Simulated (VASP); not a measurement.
Set up this calculation in VASP 6.6.1, as the native input.

* Task: single point
* Functional: PBE
* Dispersion: D3(BJ)
* Potentials or basis: VASP PAW PBE potentials, release 64 (C, H, N)
* Cutoff: 520 eV
* k mesh: 1 × 1 × 1
* Occupations: fermi-dirac, width 0.05 eV
* Spin: no spin polarisation
* Dipole correction: no
* Further INCAR settings: LREAL = Auto; ALGO = Normal; EDIFF = 1e-06; NBANDS = 64

The structure of H15C2N3 lies in POSCAR:

```
H15C2N3
1.0
    7.2189320000      0.0000000000      0.0000000000
    0.0000000000      7.2189320000      0.0000000000
    0.0000000000      0.0000000000      7.2189320000
C H N
4 30 6
Direct
    0.8164504112      0.7690611298     -0.0609231393
    0.7804340033      0.5876631058      0.0515173159
    0.4113212315      0.5714972797      0.6785352736
    0.3739334295      0.6844502760      0.4957797081
    0.6871515066      0.8241523815     -0.1141997182
    0.8681893665      0.8822773230      0.0298936186
    0.9160773366      0.7367017725     -0.1684598220
    0.9050646273      0.5625347351      0.1333438243
    0.6554570676      0.5973321261      0.1365021862
    0.7471880882      0.4713301081     -0.0333428823
    0.4857782287      0.6585184623      0.7736462956
    0.2830335568      0.5244958673      0.7245947184
    0.5001709394      0.4574637910      0.6515368201
    0.3343153807      0.5940629445      0.3832422857
    0.2737108481      0.8006031917      0.5116684850
    0.5062106140      0.7627998158      0.4510639524
    0.3541521100      0.1262098050      0.7023753652
    0.5200353737      0.0146420551      0.6164208224
    0.4199790218     -0.0300598482      0.8436566517
    0.9478410380      1.0199154113      0.2658426482
    0.8643660863      1.0386023861      0.4752780605
    0.7568848134      0.8998561006      0.3208784901
    0.5399413653      0.3250342294      0.2374450958
    0.6130269685      0.1285647240      0.1991568836
    0.5157688146      0.2434986228      0.0207094346
    0.8871533906      0.3261147217      0.4101853294
    1.0066724551      0.5184284878      0.4852241301
    1.1091945457      0.3334426755      0.3848076142
    0.9732049007      0.2398000147      0.7119058609
    0.8528408357      0.1106673397      0.8486850964
    0.9434359542      0.3081065177      0.9196374201
    0.1500498966      1.0057304876     -0.0000415574
    0.2906385598      1.0726794490      0.1724354794
    0.2274990262      0.8535750164      0.1620184260
    0.4701249437      0.0547726450      0.7395415277
    0.8250527917      1.0188349191      0.3430008760
    0.5053379087      0.2195338590      0.1608963764
    1.0018240925      0.3735317080      0.4792121605
    0.9721105560      0.1816335159      0.8451665703
    0.1785444163      0.9857552336      0.1469330920
```

The input as run:

INCAR

```
SYSTEM = H15C2N3
PREC     = Accurate       ! precision mode
ENCUT    = 520            ! plane-wave cutoff, eV
EDIFF    = 1E-6           ! SCF threshold, eV
ISMEAR   = -1             ! smearing method
SIGMA    = 0.05           ! smearing width, eV
LREAL    = Auto         
LASPH    = .TRUE.         ! aspherical terms in the spheres
NELM     = 120            ! most SCF steps
ALGO     = Normal         ! electronic algorithm
ISIF     = 2              ! what is computed and relaxed
LWAVE    = .FALSE.        ! write WAVECAR
LCHARG   = .FALSE.        ! write CHGCAR
GGA      = PE             ! functional
IVDW     = 12             ! dispersion correction
NBANDS   = 64             ! bands
GGA_COMPAT= .FALSE.
```

KPOINTS

```
Automatic mesh
0
G
  1 1 1
  0 0 0
```

Potentials or basis: VASP PAW PBE potentials, release 64 (C, H, N).

Command:

```console
$ cat potpaw_PBE.64/C/POTCAR potpaw_PBE.64/H/POTCAR potpaw_PBE.64/N/POTCAR > POTCAR
$ mpirun -np 1 vasp_gam > vasp.out
```

Results of the run:

The pressure is 0.3 GPa and the largest force is 2.947 eV/Å. The band gap on the k mesh is 3.71 eV and the dispersion energy per atom is -0.038 eV.

Caveat: the k points lie up to 0.87 Å⁻¹ apart.

It took 72 s on 1 thread of Intel Xeon 8259CL, on a shared host, peak memory 0.35 GiB.
